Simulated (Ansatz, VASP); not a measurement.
**One calculation of Nb, two programs**

```
Nb
1.0
     0.00000    2.08537    2.08537
     2.08537    0.00000    2.08537
     2.08537    2.08537    0.00000
Nb
1
Cartesian
  0.0000 0.0000 0.0000
```

Alike in both runs: functional PBEsol; k mesh 22 × 22 × 22; occupations gaussian, width 0.1 eV; no spin polarisation.

Ansatz relaxed the structure, and its values are those at the end. VASP's run is a single point on that final structure, the one shown.

|  | VASP | Ansatz |
| --- | --- | --- |
| version | VASP 6.6.1 | Ansatz 0.2.0 |
| potentials or method | VASP PAW PBE potentials, release 64 (Nb_sv), cutoff 500 eV | scalar-relativistic, plane waves, PAW |
| valence electrons in the cell | 13 | 13 |

Ansatz gave:

* gap on the k mesh at the Fermi level (eV): none
* pressure (GPa): 0.0

Question: Which values does VASP return?

Answer: gap on the k mesh at the Fermi level (eV): none; pressure (GPa): -0.4.

VASP's potentials were made for PBE, not for PBEsol. A gap of «none» marks a metal or a gap that the smearing closes. The functional is the same, so the differences come from potentials, cutoffs and numerics.
